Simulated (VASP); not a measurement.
# Sn (P6_3/mmc) in VASP: notebook

Runs on Sn. Level: PBE. Tasks: single point.

Program: VASP 6.6.1. These are calculated values, not measurements. Logs are shortened: lines on timing, memory, paths and dates and some standing lists are left out, and cuts for length are marked.

### 1 The cell of the first run

It takes space group P6_3/mmc (No. 194, hexagonal). The conventional cell has a = 2.873 Å, b = 2.873 Å, c = 4.655 Å, α = 90.00°, β = 90.00°, γ = 120.00°. Within 3.8 Å of Sn (site symmetry -6m2) lie 12 Sn at 2.86 to 2.87 Å.

### 2 Single point, PBE (volume scaled by 0.6)

INCAR

```
SYSTEM = Sn
PREC = Accurate
ENCUT = 520
EDIFF = 1E-6
ISMEAR = -1
SIGMA = 0.05
LREAL = .FALSE.
LASPH = .TRUE.
NELM = 100
ALGO = Normal
ISIF = 2
LWAVE = .FALSE.
LCHARG = .FALSE.
GGA = PE
NBANDS = 21
```

KPOINTS

```
regular mesh
0
G
  13 13 7
  0 0 0
```

POSCAR

```
Sn
1.0
    2.8729128608      0.0000000000      0.0000000000
   -1.4364564304      2.4880155203      0.0000000000
    0.0000000000      0.0000000000      4.6546651984
Sn
2
Direct
    0.3333333333      0.6666666667      0.2500000000
    0.6666666667      0.3333333333      0.7500000000
```

Potentials or basis: VASP PAW PBE potentials, release 64 (Sn_d).

Command:

```sh
$ cat potpaw_PBE.64/Sn_d/POTCAR > POTCAR
$ mpirun -np 1 vasp_std > vasp.out
```

OUTCAR:

```text
SYSTEM = Sn
   PREC = Accurate
   ENCUT = 520
   EDIFF = 1E-6
   ISMEAR = -1
   LREAL = .FALSE.
   LASPH = .TRUE.
   NELM = 100
   ISIF = 2
   GGA = PE

 ion  position               nearest neighbor table
   1  0.333  0.667  0.250-   2 2.86   2 2.86   2 2.86   2 2.86   2 2.86   2 2.86
   2  0.667  0.333  0.750-   1 2.86   1 2.86   1 2.86   1 2.86   1 2.86   1 2.86

  LATTYP: Found a hexagonal cell.
 ALAT       =     2.8729128608
 C/A-ratio  =     1.6201901777

  Lattice vectors:

 A1 = (   2.8729128608,   0.0000000000,   0.0000000000)
 A2 = (  -1.4364564304,   2.4880155203,   0.0000000000)
 A3 = (   0.0000000000,   0.0000000000,   4.6546651984)

Analysis of symmetry for initial positions (statically):
=====================================================================
 Subroutine PRICEL returns:
 Original cell was already a primitive cell.

 Routine SETGRP: Setting up the symmetry group for a
 hexagonal supercell.

 Subroutine GETGRP returns: Found 24 space group operations
 (whereof 12 operations were pure point group operations)
 out of a pool of 24 trial point group operations.

The static configuration has the point symmetry D_3d.
 The point group associated with its full space group is D_6h.

Analysis of symmetry for dynamics (positions and initial velocities):
=====================================================================
 Subroutine PRICEL returns:
 Original cell was already a primitive cell.

 Routine SETGRP: Setting up the symmetry group for a
 hexagonal supercell.

 Subroutine GETGRP returns: Found 24 space group operations
 (whereof 12 operations were pure point group operations)
 out of a pool of 24 trial point group operations.

The dynamic configuration has the point symmetry D_3d.
 The point group associated with its full space group is D_6h.

 Subroutine INISYM returns: Found 24 space group operations
 (whereof 12 operations are pure point group operations),
 and found     1 'primitive' translations

----------------------------------------------------------------------------------------

                                     Primitive cell

  volume of cell :      33.2709

  direct lattice vectors                    reciprocal lattice vectors
     2.872912861  0.000000000  0.000000000     0.348078779  0.200963377  0.000000000
    -1.436456430  2.488015520  0.000000000     0.000000000  0.401926753  0.000000000
     0.000000000  0.000000000  4.654665198     0.000000000  0.000000000  0.214838223

[... 73 lines left out ...]
 SYSTEM =  Sn
   PREC   = accura    normal or accurate (medium, high low for compatibility)
   ISTART =      0    job   : 0-new  1-cont  2-samecut
   ICHARG =      2    charge: 1-file 2-atom 10-const
   ISPIN  =      1    spin polarized calculation?
   LNONCOLLINEAR =      F non collinear calculations
   LSORBIT =      F    spin-orbit coupling
   LASPH  =      T    aspherical Exc in radial PAW
   ENCUT  =  520.0 eV  38.22 Ry    6.18 a.u.   5.34  5.34  8.65*2*pi/ulx,y,z
   NELM   =    100;   NELMIN=  2; NELMDL= -5     # of ELM steps
   EDIFF  = 0.1E-05   stopping-criterion for ELM
   LREAL  =      F    real-space projection
   EDIFFG = 0.1E-04   stopping-criterion for IOM
   NSW    =      0    number of steps for IOM
   IBRION =     -1    ionic relax: 0-MD 1-quasi-New 2-CG
   NFREE  =      0    steps in history (QN), initial steepest desc. (CG)
   ISIF   =      2    stress and relaxation
   ISYM   =      2    0-nonsym 1-usesym 2-fastsym
   POTIM  = 0.5000    time-step for ionic-motion
   TEBEG  =    0.0;   TEEND  =   0.0 temperature during run
   PSTRESS=    0.0 pullay stress
   NELECT =      28.0000    total number of electrons
   NUPDOWN=      -1.0000    fix difference up-down
   EMIN   =  10.00;   EMAX   =-10.00  energy-range for DOS
   EFERMI =   0.00;   METHOD = LEGACY
   ISMEAR =    -1;   SIGMA  =   0.05  broadening in eV -4-tet -1-fermi 0-gaus
   EFERMI_NEDOS =   21; number of points for ismear=-14 and -15
   IALGO  =     38    algorithm
   IMIX   =      4    mixing-type and parameters
     AMIX     =   0.40;   BMIX     =  1.00
     AMIX_MAG =   1.60;   BMIX_MAG =  1.00
  volume/ion in A,a.u.               =      16.64       112.26
  Fermi-wavevector in a.u.,A,eV,Ry     =   1.545632  2.920821 32.504035  2.388979
  Thomas-Fermi vector in A             =   2.650983
   LORBIT       =      0    0 simple, 1 ext, 2 COOP (PROOUT), +10 PAW based schemes
   GGA     = PE    functional components
   LHFCALC =     F    Hartree Fock is set to
   AEXX    =    0.0000 exact exchange contribution
   IVDW    =     0    specifies the selected vdW correction
   LEPSILON=     F    determine dielectric tensor
   LRPA    =     F    only Hartree local field effects (RPA)
 non-spin polarized calculation
  energy-cutoff  :      520.00
  volume of cell :       33.27
 maximum number of plane-waves:       917
 NGX is ok and might be reduce to    24
   NGX = 11   NGY = 11   NGZ = 17

 number of electron      27.9999993 magnetization

 Free energy of the ion-electron system (eV)
  ---------------------------------------------------
  ext. energy  EPLUGINS =         0.00000000
  ---------------------------------------------------
  free energy    TOTEN  =        -4.09642832 eV

  energy without entropy =       -4.09071840  energy(sigma->0) =       -4.09357336

 E-fermi :  15.9182     XC(G=0): -12.8952

 val. band max:       15.9159635903   @ k =   0.3846   0.1538   0.0000
 cond. band min:      15.9274714844   @ k =   0.3846   0.0769   0.1429
 fundamental gap:      0.0115078941
 Fermi energy:        15.9181506466

 k-point     1 :       0.0000    0.0000    0.0000
  band No.  band energies     occupation
      1      -6.7552      2.00000
      2      -6.5914      2.00000
      3      -6.5434      2.00000
      4      -6.5434      2.00000
      5      -6.4830      2.00000
      6      -6.4830      2.00000
[... 565 lines left out ...]
     20      27.6920      0.00000
     21      28.6783      0.00000

 [... further k-points ...]
[... 5 lines left out ...]
  --------------------------------------------------------------------------------------
  -------------------------------------------------------------------------------------
  Total       16.9910871     16.9910871     16.9966210      0.0000000      0.0000000     -0.0000000
  in kB      818.2156092    818.2156092    818.4820983      0.0000000      0.0000000     -0.0000000
  external PRESSURE =     818.3044389 kB  Pullay stress =       0.0000000 kB

 VOLUME and BASIS-vectors are now :
 -----------------------------------------------------------------------------
  energy-cutoff  :      520.00
  volume of cell :       33.27
      direct lattice vectors                 reciprocal lattice vectors
     2.872912861  0.000000000  0.000000000     0.348078779  0.200963377  0.000000000
    -1.436456430  2.488015520  0.000000000     0.000000000  0.401926753  0.000000000
     0.000000000  0.000000000  4.654665198     0.000000000  0.000000000  0.214838223

 POSITION                                       TOTAL-FORCE (eV/Angst)
 -----------------------------------------------------------------------------------
     -0.00000      1.65868      1.16367         0.000000      0.000000      0.000000
      1.43646      0.82934      3.49100        -0.000000     -0.000000      0.000000
 -----------------------------------------------------------------------------------
    total drift:                               -0.000000      0.000000      0.000000

  FREE ENERGIE OF THE ION-ELECTRON SYSTEM (eV)
  ---------------------------------------------------
  free  energy   TOTEN  =        -4.0964283247 eV

  energy  without entropy=       -4.0907184007  energy(sigma->0) =       -4.09357336
```

stdout:

```text
POSCAR found type information on POSCAR Sn
 POSCAR found :  1 types and       2 ions
 scaLAPACK will be used
 LDA part: xc-table for (Slater+PW92), standard interpolation
 POSCAR, INCAR and KPOINTS ok, starting setup
 FFT: planning ... GRIDC
 FFT: planning ... GRID_SOFT
 FFT: planning ... GRID
 WAVECAR not read
 entering main loop
```

Wall time 1.8 min (1 thread of AMD EPYC 7R13, shared host); peak memory 0.15 GiB.

Results:

- Free energy: -4.0964 eV
- Pressure: 81.8 GPa
- Band gap on the k mesh: zero (band 14 reaches 24.73 eV, above the bottom of band 15 at 12.19 eV)

Levels at points of the mesh, in eV from the Fermi level:
```tsv
k point	band 12	band 13	band 14	band 15	band 16	band 17
(0.00, 0.00, 0.00)	-8.01	-7.78	8.67	8.67	9.91	11.17
```

Caveat: spin-orbit coupling is left out, which moves the levels of the heavy elements.

### 3 Single point, PBE (volume scaled by 0.8)

INCAR

```
PREC     = Accurate       # precision mode
ENCUT    = 520            # plane-wave cutoff, eV
EDIFF    = 1E-6           # SCF threshold, eV
ISMEAR   = -1             # smearing method
SIGMA    = 0.05           # smearing width, eV
LREAL    = F              # projectors in reciprocal space
LASPH    = T              # aspherical terms in the spheres
NELM     = 80             # most SCF steps
ALGO     = Normal         # electronic algorithm
ISIF     = 2              # what is computed and relaxed
LWAVE    = F              # write WAVECAR
LCHARG   = T              # write CHGCAR
GGA      = PE             # functional
LELF     = T              # ELF
LVHAR    = T            
NBANDS   = 21             # bands
```

KPOINTS

```
regular mesh
0
Gamma
  13 13 7
```

POSCAR

```
Sn
1.0
    3.1706627778      0.0000000000      0.0000000000
   -1.5853313889      2.7458745124      0.0000000000
    0.0000000000      0.0000000000      5.0953260947
Sn
2
Direct
    0.3333333333      0.6666666667      0.2500000000
    0.6666666667      0.3333333333      0.7500000000
```

Potentials or basis: VASP PAW PBE potentials, release 64 (Sn_d).

Command:

```sh
$ cat potpaw_PBE.64/Sn_d/POTCAR > POTCAR
$ mpirun -np 1 vasp_std > vasp.out
```

It took 1.9 min on 1 thread of AMD EPYC 7R13, shared host; peak memory 0.17 GiB.

The run converged. Its results:

```
Free energy            : -7.0630 eV
Pressure               : 17.9 GPa
Band gap on the k mesh : zero (band 14 reaches 17.70 eV, above the bottom of band 15 at 8.24 eV)
```

Levels at points of the mesh, in eV from the Fermi level:
| k point | band 12 | band 13 | band 14 | band 15 | band 16 | band 17 |
| --- | --- | --- | --- | --- | --- | --- |
| (0.00, 0.00, 0.00) | -6.98 | -5.79 | 6.70 | 6.70 | 8.86 | 8.86 |

Caveat: spin-orbit coupling is left out, which moves the levels of the heavy elements.

### 4 Single point, PBE (volume scaled by 0.8)

INCAR

```
SYSTEM = Sn
ALGO = Normal
EDIFF = 1E-6
ENCUT = 520
GGA = PE
ISIF = 2
ISMEAR = -1
LASPH = .TRUE.
LCHARG = .FALSE.
LREAL = .FALSE.
LWAVE = .FALSE.
NBANDS = 21
NELM = 80
PREC = Accurate
SIGMA = 0.05
```

KPOINTS

```
k-points
0
G
  13 13 7
  0 0 0
```

POSCAR is that of step 3.

Command:

```sh
$ cat potpaw_PBE.64/Sn_d/POTCAR > POTCAR
$ mpirun -np 1 vasp_std > vasp.out
```

Wall time 1.8 min (1 thread of AMD EPYC 7R13, shared host); peak memory 0.17 GiB.

It converged, with:

| Item | Value |
| --- | --- |
| Free energy | -7.0630 eV |
| Pressure | 17.9 GPa |
| Band gap on the k mesh | zero (band 14 reaches 17.70 eV, above the bottom of band 15 at 8.24 eV) |

Levels at points of the mesh, in eV from the Fermi level:
| k point | band 11 | band 12 | band 13 | band 14 | band 15 | band 16 | band 17 | band 18 |
| --- | --- | --- | --- | --- | --- | --- | --- | --- |
| (0.00, 0.00, 0.00) | -12.82 | -6.98 | -5.79 | 6.70 | 6.70 | 8.86 | 8.86 | 9.95 |

Caveat: spin-orbit coupling is left out, which moves the levels of the heavy elements.

(Part 1 of 2 ends here.)
